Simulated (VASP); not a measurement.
# Al (I4/mmm) in VASP: further runs

Runs on Al. Level: r2SCAN. Tasks: single point.

All numbers are computed with VASP 6.6.1; they aren't measurements. Logs are shortened: lines on timing, memory, paths and dates and some standing lists are left out, and cuts for length are marked.

### 1 The cell of the first run

Symmetry: I4/mmm, No. 139, tetragonal system. Conventional cell: a = 3.087 Å, b = 3.087 Å, c = 3.182 Å, α = 90.00°, β = 90.00°, γ = 90.00°. Al (site symmetry 4/mmm) has 14 Al at 2.70 to 3.18 Å within 3.6 Å.

### 2 Single point, r2SCAN (strain -0.030 along x and y, +0.000 along z)

POSCAR reads:

```
Al
1.0
   -1.5434821293      1.5434821293      1.5912186900
    1.5434821293     -1.5434821293      1.5912186900
    1.5434821293      1.5434821293     -1.5912186900
Al
1
Direct
    0.0000000000      0.0000000000      0.0000000000
```

INCAR.step1 reads:

```
PREC = Accurate
ENCUT = 520
ISMEAR = 0
SIGMA = 0.15
LREAL = False
LASPH = True
NELM = 80
NBANDS = 8
GGA = PE
ALGO = Normal
EDIFF = 1E-4
LWAVE = True
LCHARG = False
```

INCAR.step2 reads:

```
PREC = Accurate
ENCUT = 520
EDIFF = 1E-6
ISMEAR = 0
SIGMA = 0.15
LREAL = False
LASPH = True
NELM = 80
ALGO = Normal
ISIF = 2
LWAVE = False
LCHARG = True
METAGGA = R2SCAN
LMIXTAU = True
LELF = True
LVHAR = True
NBANDS = 8
ISTART = 1
```

KPOINTS reads:

```
Automatic mesh
0
Gamma
  20 20 20
```

Potentials or basis: VASP PAW PBE potentials, release 64 (Al).

Command:

```bash
> cat potpaw_PBE.64/Al/POTCAR > POTCAR
> cp INCAR.step1 INCAR
> mpirun -np 1 vasp_std > vasp.out
> cp INCAR.step2 INCAR
> mpirun -np 1 vasp_std > vasp.out
```

OUTCAR:

```text
PREC = Accurate
   ENCUT = 520
   EDIFF = 1E-6
   ISMEAR = 0
   LREAL = False
   LASPH = True
   NELM = 80
   ISIF = 2
   METAGGA = R2SCAN
   ISTART = 1

 ion  position               nearest neighbor table
   1  0.000  0.000  0.000-

  LATTYP: Found a body centered tetragonal cell.
 ALAT       =     3.0869642586
 C/A-ratio  =     1.0309278351

  Lattice vectors:

 A1 = (  -1.5434821293,   1.5434821293,   1.5912186900)
 A2 = (   1.5434821293,  -1.5434821293,   1.5912186900)
 A3 = (   1.5434821293,   1.5434821293,  -1.5912186900)

Analysis of symmetry for initial positions (statically):
=====================================================================
 Subroutine PRICEL returns:
 Original cell was already a primitive cell.

 Routine SETGRP: Setting up the symmetry group for a
 body centered tetragonal supercell.

 Subroutine GETGRP returns: Found 16 space group operations
 (whereof 16 operations were pure point group operations)
 out of a pool of 16 trial point group operations.

The static configuration has the point symmetry D_4h.

Analysis of symmetry for dynamics (positions and initial velocities):
=====================================================================
 Subroutine PRICEL returns:
 Original cell was already a primitive cell.

 Routine SETGRP: Setting up the symmetry group for a
 body centered tetragonal supercell.

 Subroutine GETGRP returns: Found 16 space group operations
 (whereof 16 operations were pure point group operations)
 out of a pool of 16 trial point group operations.

The dynamic configuration has the point symmetry D_4h.

 Subroutine INISYM returns: Found 16 space group operations
 (whereof 16 operations are pure point group operations),
 and found     1 'primitive' translations

----------------------------------------------------------------------------------------

                                     Primitive cell

  volume of cell :      15.1633

  direct lattice vectors                    reciprocal lattice vectors
    -1.543482129  1.543482129  1.591218690     0.000000000  0.323942850  0.314224565
     1.543482129 -1.543482129  1.591218690     0.323942850  0.000000000  0.314224565
     1.543482129  1.543482129 -1.591218690     0.323942850  0.323942850  0.000000000

  length of vectors
     2.701231402  2.701231402  2.701231402     0.451304827  0.451304827  0.458124372

  position of ions in fractional coordinates (direct lattice)
     0.000000000  0.000000000  0.000000000

  ion indices of the primitive-cell ions
   primitive index   ion index
                 1           1

----------------------------------------------------------------------------------------

 KPOINTS: Automatic mesh

Automatic generation of k-mesh.
 Grid dimensions read from file:
 generate k-points for:   20   20   20

 Generating k-lattice:

  Cartesian coordinates                     Fractional coordinates (reciprocal lattice)
     0.000000000  0.016197143  0.015711228     0.050000000  0.000000000 -0.000000000
     0.016197143  0.000000000  0.015711228     0.000000000  0.050000000 -0.000000000
     0.016197143  0.016197143  0.000000000     0.000000000  0.000000000  0.050000000

  Length of vectors
     0.022565241  0.022565241  0.022906219

  Shift w.r.t. Gamma in fractional coordinates (k-lattice)
     0.000000000  0.000000000  0.000000000

 Subroutine IBZKPT returns following result:
 ===========================================

 Found    641 irreducible k-points:

 Following reciprocal coordinates:
            Coordinates               Weight
  0.000000  0.000000  0.000000      1.000000
  0.050000 -0.000000  0.000000      8.000000
  0.100000 -0.000000  0.000000      8.000000
  0.150000  0.000000  0.000000      8.000000
  0.200000 -0.000000  0.000000      8.000000
  0.250000 -0.000000  0.000000      8.000000
[... 16 lines left out ...]
 -0.400000  0.050000 -0.000000     16.000000
 -0.350000  0.050000 -0.000000     16.000000
 [... further k-points ...]
   k-points           NKPTS =    641   k-points in BZ     NKDIM =    641   number of bands    NBANDS=      8
   number of dos      NEDOS =    301   number of ions     NIONS =      1
   total plane-waves  NPLWV =   8000
   dimension x,y,z NGX =    20 NGY =   20 NGZ =   20
   dimension x,y,z NGXF=    40 NGYF=   40 NGZF=   40
   ions per type =               1
   NGX,Y,Z   is equivalent  to a cutoff of  12.31, 12.31, 12.31 a.u.
   NGXF,Y,Z  is equivalent  to a cutoff of  24.62, 24.62, 24.62 a.u.
 SYSTEM =  unknown system
   PREC   = accura    normal or accurate (medium, high low for compatibility)
   ISTART =      1    job   : 0-new  1-cont  2-samecut
   ICHARG =      0    charge: 1-file 2-atom 10-const
   ISPIN  =      1    spin polarized calculation?
   LNONCOLLINEAR =      F non collinear calculations
   LSORBIT =      F    spin-orbit coupling
   LASPH  =      T    aspherical Exc in radial PAW
   ENCUT  =  520.0 eV  38.22 Ry    6.18 a.u.   5.02  5.02  5.02*2*pi/ulx,y,z
   NELM   =     80;   NELMIN=  2; NELMDL=  0     # of ELM steps
   EDIFF  = 0.1E-05   stopping-criterion for ELM
   LREAL  =      F    real-space projection
   EDIFFG = 0.1E-04   stopping-criterion for IOM
   NSW    =      0    number of steps for IOM
   IBRION =     -1    ionic relax: 0-MD 1-quasi-New 2-CG
   NFREE  =      0    steps in history (QN), initial steepest desc. (CG)
   ISIF   =      2    stress and relaxation
   ISYM   =      2    0-nonsym 1-usesym 2-fastsym
   POTIM  = 0.5000    time-step for ionic-motion
   TEBEG  =    0.0;   TEEND  =   0.0 temperature during run
   PSTRESS=    0.0 pullay stress
   NELECT =       3.0000    total number of electrons
   NUPDOWN=      -1.0000    fix difference up-down
   EMIN   =  10.00;   EMAX   =-10.00  energy-range for DOS
   EFERMI =   0.00;   METHOD = LEGACY
   ISMEAR =     0;   SIGMA  =   0.15  broadening in eV -4-tet -1-fermi 0-gaus
   EFERMI_NEDOS =   21; number of points for ismear=-14 and -15
   IALGO  =     38    algorithm
   IMIX   =      4    mixing-type and parameters
     AMIX     =   0.40;   BMIX     =  1.00
     AMIX_MAG =   1.60;   BMIX_MAG =  1.00
  volume/ion in A,a.u.               =      15.16       102.33
  Fermi-wavevector in a.u.,A,eV,Ry     =   0.953932  1.802671 12.381123  0.909987
  Thomas-Fermi vector in A             =   2.082633
   LORBIT       =      0    0 simple, 1 ext, 2 COOP (PROOUT), +10 PAW based schemes
   METAGGA = R2SCAN    functional components
   LHFCALC =     F    Hartree Fock is set to
   AEXX    =    0.0000 exact exchange contribution
   IVDW    =     0    specifies the selected vdW correction
   LEPSILON=     F    determine dielectric tensor
   LRPA    =     F    only Hartree local field effects (RPA)
 non-spin polarized calculation
 Gauss-broadening in eV      SIGMA  =   0.15
  energy-cutoff  :      520.00
  volume of cell :       15.16
 maximum number of plane-waves:       426
   NGX =  9   NGY =  9   NGZ =  9

 number of electron       3.0000000 magnetization

 Free energy of the ion-electron system (eV)
  ---------------------------------------------------
  ext. energy  EPLUGINS =         0.00000000
  ---------------------------------------------------
  free energy    TOTEN  =        -6.61082098 eV

  energy without entropy =       -6.60633894  energy(sigma->0) =       -6.60857996

 E-fermi :   8.9516     XC(G=0): -11.2351

 val. band max:        8.9495433659   @ k =  -0.4500   0.1500  -0.0000
 cond. band min:       8.9547632711   @ k =   0.2500   0.2000   0.1000
 fundamental gap:      0.0052199052
 Fermi energy:         8.9516186565

 k-point     1 :       0.0000    0.0000    0.0000
  band No.  band energies     occupation
      1      -3.5280      2.00000
      2      23.2636      0.00000
      3      23.2636      0.00000
      4      24.0583      0.00000
      5      25.9868      0.00000
      6      26.2914      0.00000
      7      26.2914      0.00000
      8      26.4032      0.00000

 k-point     2 :       0.0500   -0.0000    0.0000
  band No.  band energies     occupation
      1      -3.4480      2.00000
      2      22.3537      0.00000
      3      22.8928      0.00000
      4      23.6518      0.00000
      5      25.4442      0.00000
      6      25.9351      0.00000
      7      26.6225      0.00000
      8      26.8476      0.00000

 k-point     3 :       0.1000   -0.0000    0.0000
  band No.  band energies     occupation
      1      -3.2083      2.00000
      2      20.3437      0.00000
      3      22.1220      0.00000
      4      22.8141      0.00000
      5      24.5698      0.00000
      6      25.4212      0.00000
      7      26.8201      0.00000
      8      27.2847      0.00000

 k-point     4 :       0.1500    0.0000    0.0000
  band No.  band energies     occupation
      1      -2.8097      2.00000
      2      18.0622      0.00000
      3      21.2932      0.00000
      4      21.8968      0.00000
      5      23.6995      0.00000
      6      24.7873      0.00000
      7      27.2337      0.00000
      8      27.6008      0.00000

 k-point     5 :       0.2000   -0.0000    0.0000
  band No.  band energies     occupation
      1      -2.2537      2.00000
      2      15.7792      0.00000
      3      20.5128      0.00000
      4      21.0428      0.00000
      5      22.8794      0.00000
      6      24.1752      0.00000
      7      27.7172      0.00000
      8      28.1279      0.00000
[... 177 lines left out ...]
 k-point    22 :      -0.4500    0.0500   -0.0000
  band No.  band energies     occupation
      1       2.1964      2.00000
      2       6.8051      2.00000
      3      17.1991      0.00000
      4      18.7209      0.00000
      5      21.1863      0.00000
      6      22.9747      0.00000
      7      29.8647      0.00000
      8      33.0753      0.00000

 k-point    23 :      -0.4000    0.0500   -0.0000
  band No.  band energies     occupation
      1       0.9723      2.00000
      2       8.5784      1.99957
      3      17.5221      0.00000
      4      18.9370      0.00000
      5      21.4935      0.00000
      6      23.1694      0.00000
      7      28.9877      0.00000
      8      32.2600      0.00000

 k-point    24 :      -0.3500    0.0500   -0.0000
  band No.  band energies     occupation
      1      -0.1150      2.00000
      2      10.4899      0.00000
      3      17.9877      0.00000
      4      19.2784      0.00000
      5      21.9362      0.00000
      6      23.4625      0.00000
      7      28.2006      0.00000
      8      31.2828      0.00000

 [... further k-points ...]
[... 5 lines left out ...]
  --------------------------------------------------------------------------------------
  -------------------------------------------------------------------------------------
  Total        0.4982583      0.4982583      0.6846479      0.0000000     -0.0000000      0.0000000
  in kB       52.6468082     52.6468082     72.3410416      0.0000000     -0.0000000      0.0000000
  external PRESSURE =      59.2115526 kB  Pullay stress =       0.0000000 kB

 VOLUME and BASIS-vectors are now :
 -----------------------------------------------------------------------------
  energy-cutoff  :      520.00
  volume of cell :       15.16
      direct lattice vectors                 reciprocal lattice vectors
    -1.543482129  1.543482129  1.591218690     0.000000000  0.323942850  0.314224565
     1.543482129 -1.543482129  1.591218690     0.323942850  0.000000000  0.314224565
     1.543482129  1.543482129 -1.591218690     0.323942850  0.323942850  0.000000000

 POSITION                                       TOTAL-FORCE (eV/Angst)
 -----------------------------------------------------------------------------------
      0.00000      0.00000      0.00000        -0.000000      0.000000      0.000000
 -----------------------------------------------------------------------------------
    total drift:                                0.000000     -0.000000     -0.000000

  FREE ENERGIE OF THE ION-ELECTRON SYSTEM (eV)
  ---------------------------------------------------
  free  energy   TOTEN  =        -6.6108209762 eV

  energy  without entropy=       -6.6063389368  energy(sigma->0) =       -6.60857996
```

Run time: 2.3 min. Hardware: 1 thread of Intel Xeon Platinum 8488C (Sapphire Rapids), shared host; peak memory 0.17 GiB.

What came out:

| Property | Result |
| --- | --- |
| Free energy | -6.6108 eV |
| Pressure | 5.9 GPa |

Caveat: the cell differs from its parent crystal (strain -0.030 along x and y, +0.000 along z); the PAW data sets were made with another functional, which shifts forces and pressure a little.

(Part 1 of 2 ends here.)
